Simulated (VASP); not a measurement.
A run of VASP 6.6.1:

File POSCAR:

```
AlN
1.0
    0.0000000000      2.1496541320      2.2571368386
    2.1496541320      0.0000000000      2.2571368386
    2.1496541320      2.1496541320      0.0000000000
Al N
1 1
Direct
    0.0000000000      0.0000000000      0.0000000000
    0.7500000000      0.7500000000      0.7500000000
```

The input INCAR.step1:

```
  ALGO = Normal
  EDIFF = 1E-4
  ENCUT = 520
  GGA = PE
  ISMEAR = 0
  LASPH = T
  LCHARG = F
  LREAL = F
  LWAVE = T
  NBANDS = 11
  NELM = 100
  PREC = Accurate
  SIGMA = 0.05
```

Contents of INCAR.step2:

```
  ALGO = Normal
  EDIFF = 1E-6
  ENCUT = 520
  ISIF = 2
  ISMEAR = 0
  ISTART = 1
  LASPH = T
  LCHARG = F
  LMIXTAU = T
  LREAL = F
  LWAVE = F
  METAGGA = R2SCAN
  NBANDS = 11
  NELM = 100
  PREC = Accurate
  SIGMA = 0.05
```

File KPOINTS:

```
k-points
0
Gamma
  10 10 10
```

Potentials or basis: VASP PAW PBE potentials, release 64 (Al, N).

Launch:

```bash
$ cat potpaw_PBE.64/Al/POTCAR potpaw_PBE.64/N/POTCAR > POTCAR
$ cp INCAR.step1 INCAR
$ mpirun -np 1 vasp_std > vasp.out
$ cp INCAR.step2 INCAR
$ mpirun -np 1 vasp_std > vasp.out
```

Hardware: 1 thread of Intel(R) Xeon(R) Platinum 8559C (Emerald Rapids) (shared host).

Problem. Estimate the wall time of this run.

Solution. Wall time 46 s on 1 thread of Intel(R) Xeon(R) Platinum 8559C (Emerald Rapids) (shared host), peak memory 0.15 GiB. Counts: k points 102.
